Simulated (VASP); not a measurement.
Ti4Pb, 5 atoms in the cell. The structure is monoclinic, space group C2/m (No. 12). Conventional cell: a = 4.918 Å, b = 3.581 Å, c = 11.018 Å, α = 90.00°, β = 96.73°, γ = 90.00°. Within 3.6 Å of Ti (site symmetry m) lie 10 Ti at 2.74 to 3.58 Å and 3 Pb at 3.03 to 3.20 Å. Ti (site symmetry m) has 13 Ti at 2.74 to 3.58 Å within 3.6 Å. Pb (site symmetry 2/m) has 8 Ti at 3.03 to 3.71 Å and 6 Pb at 3.04 to 3.58 Å within 4.0 Å. 

* Program: VASP 6.6.1
* Task: single point
* Functional: PBE
* Potentials or basis: VASP PAW PBE potentials, release 64 (Ti_sv, Pb_d)
* Cutoff: 520 eV
* k mesh: 6 × 6 × 2
* Occupations: gaussian, width 0.1 eV
* Spin: no spin polarisation
* Dipole correction: no
* Further INCAR settings: ALGO = Normal; EDIFF = 1e-07; NBANDS = 39

Potentials or basis: VASP PAW PBE potentials, release 64 (Ti_sv, Pb_d).

The run is started by

```bash
$ cat potpaw_PBE.64/Ti_sv/POTCAR potpaw_PBE.64/Pb_d/POTCAR > POTCAR
$ mpirun -np 1 vasp_std > vasp.out
```

Hardware: 1 thread of Intel(R) Xeon(R) 6975P-C (Granite Rapids), on a shared host.

**Question.** How long does it take, and how much memory?

**Answer.** Run time: 60 s on 1 thread of Intel(R) Xeon(R) 6975P-C (Granite Rapids), on a shared host, peak memory 0.24 GiB. Counts: scf iterations 17, k points 26.
